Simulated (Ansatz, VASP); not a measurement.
## Two plane-wave programs on Sb3Pd

```
Sb Pd
1.0
     8.21286    0.00000    0.00000
    -4.10643    7.11254    0.00000
     0.00000    0.00000    3.58648
Sb Pd
6 2
Direct
  0.81519 0.63038 0.25000
  0.18481 0.81519 0.75000
  0.36962 0.18481 0.25000
  0.18481 0.36962 0.75000
  0.81519 0.18481 0.25000
  0.63038 0.81519 0.75000
  0.33333 0.66667 0.25000
  0.66667 0.33333 0.75000
```

Alike in both runs: functional PBE; k mesh 6 × 6 × 10; occupations gaussian, width 0.1 eV; no spin polarisation.

Ansatz relaxed the structure, and its values are those at the end. VASP's run is a single point on that final structure, the one shown.

|  | VASP | Ansatz |
| --- | --- | --- |
| version | VASP 6.6.1 | Ansatz 0.2.0 |
| potentials or method | VASP PAW PBE potentials, release 64 (Sb, Pd), cutoff 520 eV | scalar-relativistic, plane waves, PAW |
| valence electrons in the cell | 50 | 126 |

VASP gave:

```
gap on the k mesh at the Fermi level (eV) : none
pressure (GPa)                            : -0.1
```

Question: Which values does Ansatz return?

Answer: gap on the k mesh at the Fermi level (eV): none; pressure (GPa): 0.0.

A gap of «none» marks a metal or a gap that the smearing closes. VASP's potentials hold 50 valence electrons a cell and Ansatz's 126, so a difference there can come from the potentials and not from the codes.

Neither program's run includes spin-orbit coupling.
